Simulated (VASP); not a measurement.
# CuI (R-3m) in VASP: further runs

The runs below take CuI through single point, with PBE.

All numbers are computed with VASP 6.6.1; they aren't measurements. Logs are shortened: lines on timing, memory, paths and dates and some standing lists are left out, and cuts for length are marked.

**1. The cell of the first run**

It takes space group R-3m (No. 166, trigonal). The conventional cell has a = 4.456 Å, b = 4.456 Å, c = 20.540 Å, α = 90.00°, β = 90.00°, γ = 120.00°. Cu (site symmetry 3m) has 4 I at 2.53 to 2.72 Å and 3 Cu at 3.13 Å within 3.3 Å. I (site symmetry -3m) has 2 Cu at 2.53 Å within 3.3 Å. I (site symmetry -3m) has 6 Cu at 2.72 Å within 3.6 Å.

**2. Single point, PBE**

INCAR reads:

```
  ALGO = Normal
  EDIFF = 1E-6
  ENCUT = 520
  GGA = PE
  ISIF = 2
  ISMEAR = 0
  LASPH = True
  LCHARG = True
  LELF = True
  LREAL = False
  LVHAR = True
  LWAVE = False
  NBANDS = 26
  NELM = 100
  PREC = Accurate
  SIGMA = 0.1
```

KPOINTS reads:

```
k-points
0
Gamma
  12 12 12
```

POSCAR reads:

```
CuI
1.0
    2.2277775386      1.2862079616      6.8468005112
   -2.2277775386      1.2862079616      6.8468005112
    0.0000000000     -2.5724159232      6.8468005112
Cu I
2 2
Direct
    0.1232829323      0.1232829323      0.1232829323
    0.8767170677      0.8767170677      0.8767170677
    0.0000000000      0.0000000000      0.0000000000
    0.5000000000      0.5000000000      0.5000000000
```

Potentials or basis: VASP PAW PBE potentials, release 64 (Cu, I).

The run is started by

```
> cat potpaw_PBE.64/Cu/POTCAR potpaw_PBE.64/I/POTCAR > POTCAR
> mpirun -np 1 vasp_std > vasp.out
```

OUTCAR:

```text
EDIFF = 1E-6
   ENCUT = 520
   GGA = PE
   ISIF = 2
   ISMEAR = 0
   LASPH = True
   LREAL = False
   NELM = 100
   PREC = Accurate

 ion  position               nearest neighbor table
   1  0.123  0.123  0.123-   3 2.53   4 2.72   4 2.72   4 2.72
   2  0.877  0.877  0.877-   3 2.53   4 2.72   4 2.72   4 2.72
   3  0.000  0.000  0.000-   1 2.53   2 2.53
   4  0.500  0.500  0.500-   1 2.72   2 2.72   1 2.72   1 2.72   2 2.72   2 2.72

  LATTYP: Found a trigonal (rhomboedric) cell.
 ALAT       =     7.3140960427
 COS(alpha) =     0.8144536909

  Lattice vectors:

 A1 = (   2.2277775386,   1.2862079616,   6.8468005112)
 A2 = (  -2.2277775386,   1.2862079616,   6.8468005112)
 A3 = (   0.0000000000,  -2.5724159232,   6.8468005112)

Analysis of symmetry for initial positions (statically):
=====================================================================
 Subroutine PRICEL returns:
 Original cell was already a primitive cell.

 Routine SETGRP: Setting up the symmetry group for a
 trigonal (rhombohedral) supercell.

 Subroutine GETGRP returns: Found 12 space group operations
 (whereof 12 operations were pure point group operations)
 out of a pool of 12 trial point group operations.

The static configuration has the point symmetry D_3d.

Analysis of symmetry for dynamics (positions and initial velocities):
=====================================================================
 Subroutine PRICEL returns:
 Original cell was already a primitive cell.

 Routine SETGRP: Setting up the symmetry group for a
 trigonal (rhombohedral) supercell.

 Subroutine GETGRP returns: Found 12 space group operations
 (whereof 12 operations were pure point group operations)
 out of a pool of 12 trial point group operations.

The dynamic configuration has the point symmetry D_3d.

 Subroutine INISYM returns: Found 12 space group operations
 (whereof 12 operations are pure point group operations),
 and found     1 'primitive' translations

----------------------------------------------------------------------------------------

                                     Primitive cell

  volume of cell :     117.7123

  direct lattice vectors                    reciprocal lattice vectors
     2.227777539  1.286207962  6.846800511     0.224438927  0.129579875  0.048684540
    -2.227777539  1.286207962  6.846800511    -0.224438927  0.129579875  0.048684540
     0.000000000 -2.572415923  6.846800511     0.000000000 -0.259159750  0.048684540

  length of vectors
     7.314096043  7.314096043  7.314096043     0.263692928  0.263692928  0.263692928

  position of ions in fractional coordinates (direct lattice)
     0.123282932  0.123282932  0.123282932
     0.876717068  0.876717068  0.876717068
     0.000000000  0.000000000  0.000000000
     0.500000000  0.500000000  0.500000000

  ion indices of the primitive-cell ions
   primitive index   ion index
                 1           1
                 2           2
                 3           3
                 4           4

----------------------------------------------------------------------------------------

 KPOINTS: k-points

Automatic generation of k-mesh.
 Grid dimensions read from file:
 generate k-points for:   12   12   12

 Generating k-lattice:

  Cartesian coordinates                     Fractional coordinates (reciprocal lattice)
     0.018703244  0.010798323  0.004057045     0.083333333 -0.000000000  0.000000000
    -0.018703244  0.010798323  0.004057045    -0.000000000  0.083333333  0.000000000
     0.000000000 -0.021596646  0.004057045     0.000000000  0.000000000  0.083333333

  Length of vectors
     0.021974411  0.021974411  0.021974411

  Shift w.r.t. Gamma in fractional coordinates (k-lattice)
     0.000000000  0.000000000  0.000000000

 Subroutine IBZKPT returns following result:
 ===========================================

 Found    189 irreducible k-points:

 Following reciprocal coordinates:
            Coordinates               Weight
  0.000000  0.000000  0.000000      1.000000
  0.083333 -0.000000  0.000000      6.000000
  0.166667  0.000000  0.000000      6.000000
  0.250000  0.000000  0.000000      6.000000
  0.333333 -0.000000  0.000000      6.000000
  0.416667 -0.000000  0.000000      6.000000
[... 16 lines left out ...]
  0.500000  0.166667  0.000000     12.000000
 -0.416667  0.166667 -0.000000     12.000000
 [... further k-points ...]
   k-points           NKPTS =    189   k-points in BZ     NKDIM =    189   number of bands    NBANDS=     26
   number of dos      NEDOS =    301   number of ions     NIONS =      4
   total plane-waves  NPLWV = 157464
   dimension x,y,z NGX =    54 NGY =   54 NGZ =   54
   dimension x,y,z NGXF=   108 NGYF=  108 NGZF=  108
   ions per type =               2   2
   NGX,Y,Z   is equivalent  to a cutoff of  12.27, 12.27, 12.27 a.u.
   NGXF,Y,Z  is equivalent  to a cutoff of  24.55, 24.55, 24.55 a.u.
 SYSTEM =  unknown system
   PREC   = accura    normal or accurate (medium, high low for compatibility)
   ISTART =      0    job   : 0-new  1-cont  2-samecut
   ICHARG =      2    charge: 1-file 2-atom 10-const
   ISPIN  =      1    spin polarized calculation?
   LNONCOLLINEAR =      F non collinear calculations
   LSORBIT =      F    spin-orbit coupling
   LASPH  =      T    aspherical Exc in radial PAW
   ENCUT  =  520.0 eV  38.22 Ry    6.18 a.u.  13.60 13.60 13.60*2*pi/ulx,y,z
   NELM   =    100;   NELMIN=  2; NELMDL= -5     # of ELM steps
   EDIFF  = 0.1E-05   stopping-criterion for ELM
   LREAL  =      F    real-space projection
   EDIFFG = 0.1E-04   stopping-criterion for IOM
   NSW    =      0    number of steps for IOM
   IBRION =     -1    ionic relax: 0-MD 1-quasi-New 2-CG
   NFREE  =      0    steps in history (QN), initial steepest desc. (CG)
   ISIF   =      2    stress and relaxation
   ISYM   =      2    0-nonsym 1-usesym 2-fastsym
   POTIM  = 0.5000    time-step for ionic-motion
   TEBEG  =    0.0;   TEEND  =   0.0 temperature during run
   PSTRESS=    0.0 pullay stress
   NELECT =      36.0000    total number of electrons
   NUPDOWN=      -1.0000    fix difference up-down
   EMIN   =  10.00;   EMAX   =-10.00  energy-range for DOS
   EFERMI =   0.00;   METHOD = LEGACY
   ISMEAR =     0;   SIGMA  =   0.10  broadening in eV -4-tet -1-fermi 0-gaus
   EFERMI_NEDOS =   21; number of points for ismear=-14 and -15
   IALGO  =     38    algorithm
   IMIX   =      4    mixing-type and parameters
     AMIX     =   0.40;   BMIX     =  1.00
     AMIX_MAG =   1.60;   BMIX_MAG =  1.00
  volume/ion in A,a.u.               =      29.43       198.59
  Fermi-wavevector in a.u.,A,eV,Ry     =   1.102982  2.084333 16.552424  1.216569
  Thomas-Fermi vector in A             =   2.239433
   LORBIT       =      0    0 simple, 1 ext, 2 COOP (PROOUT), +10 PAW based schemes
   GGA     = PE    functional components
   LHFCALC =     F    Hartree Fock is set to
   AEXX    =    0.0000 exact exchange contribution
   IVDW    =     0    specifies the selected vdW correction
   LEPSILON=     F    determine dielectric tensor
   LRPA    =     F    only Hartree local field effects (RPA)
 non-spin polarized calculation
 Gauss-broadening in eV      SIGMA  =   0.10
  energy-cutoff  :      520.00
  volume of cell :      117.71
 maximum number of plane-waves:      3193
   NGX = 27   NGY = 27   NGZ = 27

 number of electron      35.9999990 magnetization

 Free energy of the ion-electron system (eV)
  ---------------------------------------------------
  ext. energy  EPLUGINS =         0.00000000
  ---------------------------------------------------
  free energy    TOTEN  =       -10.13692807 eV

  energy without entropy =      -10.13632691  energy(sigma->0) =      -10.13662749

 E-fermi :   3.5413     XC(G=0):  -8.6708

 val. band max:        3.4811868003   @ k =   0.0000   0.0000   0.0000
 cond. band min:       3.5900197855   @ k =   0.1667   0.1667   0.1667
 fundamental gap:      0.1088329852
 Fermi energy:         3.5412695283

 k-point     1 :       0.0000    0.0000    0.0000
  band No.  band energies     occupation
      1     -10.8024      2.00000
      2      -8.4330      2.00000
      3      -1.5840      2.00000
      4      -1.1741      2.00000
      5      -1.1741      2.00000
      6      -0.1164      2.00000
[... 18 lines left out ...]
     25      11.0653      0.00000
     26      11.0675      0.00000

 k-point     2 :       0.0833   -0.0000    0.0000
  band No.  band energies     occupation
      1     -10.7790      2.00000
      2      -8.4240      2.00000
      3      -1.5396      2.00000
      4      -1.3116      2.00000
      5      -1.1787      2.00000
      6      -0.1158      2.00000
[... 18 lines left out ...]
     25      10.3972      0.00000
     26      11.0388      0.00000

 k-point     3 :       0.1667    0.0000    0.0000
  band No.  band energies     occupation
      1     -10.7134      2.00000
      2      -8.3995      2.00000
      3      -1.6651      2.00000
      4      -1.4067      2.00000
      5      -1.1913      2.00000
      6      -0.1151      2.00000
[... 18 lines left out ...]
     25      10.5727      0.00000
     26      10.9434      0.00000

 k-point     4 :       0.2500    0.0000    0.0000
  band No.  band energies     occupation
      1     -10.6199      2.00000
      2      -8.3664      2.00000
      3      -2.0963      2.00000
      4      -1.2089      2.00000
      5      -1.2048      2.00000
      6      -0.1220      2.00000
[... 18 lines left out ...]
     25      10.8069      0.00000
     26      10.9495      0.00000

 k-point     5 :       0.3333   -0.0000    0.0000
  band No.  band energies     occupation
      1     -10.5210      2.00000
      2      -8.3340      2.00000
      3      -2.4883      2.00000
      4      -1.2271      2.00000
      5      -0.9557      2.00000
      6      -0.1523      2.00000
[... 18 lines left out ...]
     25      10.7191      0.00000
     26      10.8164      0.00000

 k-point     6 :       0.4167   -0.0000    0.0000
  band No.  band energies     occupation
      1     -10.4449      2.00000
      2      -8.3110      2.00000
      3      -2.7568      2.00000
      4      -1.2407      2.00000
      5      -0.7035      2.00000
      6      -0.2244      2.00000
[... 427 lines left out ...]
 k-point    21 :       0.3333    0.1667    0.0000
  band No.  band energies     occupation
      1     -10.5703      2.00000
      2      -8.3514      2.00000
      3      -2.2639      2.00000
      4      -1.4477      2.00000
      5      -0.9033      2.00000
      6      -0.1504      2.00000
[... 18 lines left out ...]
     25      11.0006      0.00000
     26      11.2955      0.00000

 k-point    22 :       0.4167    0.1667    0.0000
  band No.  band energies     occupation
      1     -10.4838      2.00000
      2      -8.3209      2.00000
      3      -2.5036      2.00000
      4      -1.5950      2.00000
      5      -0.6921      2.00000
      6      -0.1849      2.00000
[... 18 lines left out ...]
     25      10.7845      0.00000
     26      11.4963      0.00000

 k-point    23 :       0.5000    0.1667    0.0000
  band No.  band energies     occupation
      1     -10.4182      2.00000
      2      -8.2981      2.00000
      3      -2.6665      2.00000
      4      -1.7108      2.00000
      5      -0.4890      2.00000
      6      -0.2522      2.00000
[... 18 lines left out ...]
     25      10.6647      0.00000
     26      11.3479      0.00000

 k-point    24 :      -0.4167    0.1667   -0.0000
  band No.  band energies     occupation
      1     -10.3942      2.00000
      2      -8.2887      2.00000
      3      -2.7178      2.00000
      4      -1.7597      2.00000
      5      -0.3766      2.00000
      6      -0.3096      2.00000
[... 18 lines left out ...]
     25      10.8591      0.00000
     26      11.0349      0.00000

 [... further k-points ...]

------------------------ aborting loop because EDIFF is reached ----------------------------------------

  FORCE on cell =-STRESS in cart. coord.  units (eV):
  Direction    XX          YY          ZZ          XY          YZ          ZX
  --------------------------------------------------------------------------------------
  -------------------------------------------------------------------------------------
  Total        0.1271680      0.1271680      0.1163396      0.0000000     -0.0000000     -0.0000000
  in kB        1.7308788      1.7308788      1.5834931      0.0000000     -0.0000000     -0.0000000
  external PRESSURE =       1.6817502 kB  Pullay stress =       0.0000000 kB

 VOLUME and BASIS-vectors are now :
 -----------------------------------------------------------------------------
  energy-cutoff  :      520.00
  volume of cell :      117.71
      direct lattice vectors                 reciprocal lattice vectors
     2.227777539  1.286207962  6.846800511     0.224438927  0.129579875  0.048684540
    -2.227777539  1.286207962  6.846800511    -0.224438927  0.129579875  0.048684540
     0.000000000 -2.572415923  6.846800511     0.000000000 -0.259159750  0.048684540

 POSITION                                       TOTAL-FORCE (eV/Angst)
 -----------------------------------------------------------------------------------
      0.00000      0.00000      2.53228         0.000000     -0.000000     -0.006416
      0.00000      0.00000     18.00812         0.000000      0.000000      0.006416
      0.00000      0.00000      0.00000         0.000000      0.000000      0.000000
      0.00000      0.00000     10.27020         0.000000      0.000000      0.000000
 -----------------------------------------------------------------------------------
    total drift:                               -0.000000      0.000000     -0.000000

  FREE ENERGIE OF THE ION-ELECTRON SYSTEM (eV)
  ---------------------------------------------------
  free  energy   TOTEN  =       -10.1369280698 eV

  energy  without entropy=      -10.1363269063  energy(sigma->0) =      -10.13662749
```

Wall time 13 min (1 thread of AMD EPYC 9R45 (Zen 5), shared host); peak memory 0.7 GiB.

What came out:

- Free energy: -10.1369 eV
- Pressure: 0.2 GPa
- Largest force: 0.006 eV/Å
- Band gap on the k mesh: zero (bands 18 and 19 overlap by 0.03 eV)

Forces in eV/Å, atoms in the order of the input:
```
Cu   0.000  0.000 -0.006
Cu   0.000  0.000  0.006
I    0.000  0.000  0.000
I    0.000  0.000  0.000
```

Caveat: semilocal functionals underestimate gaps, and a narrow one can read as zero; spin-orbit coupling is left out, which moves the levels of the heavy elements.

(Part 1 of 2 ends here.)

The gap in the log of VASP goes by the Fermi energy; the results here count the filled bands.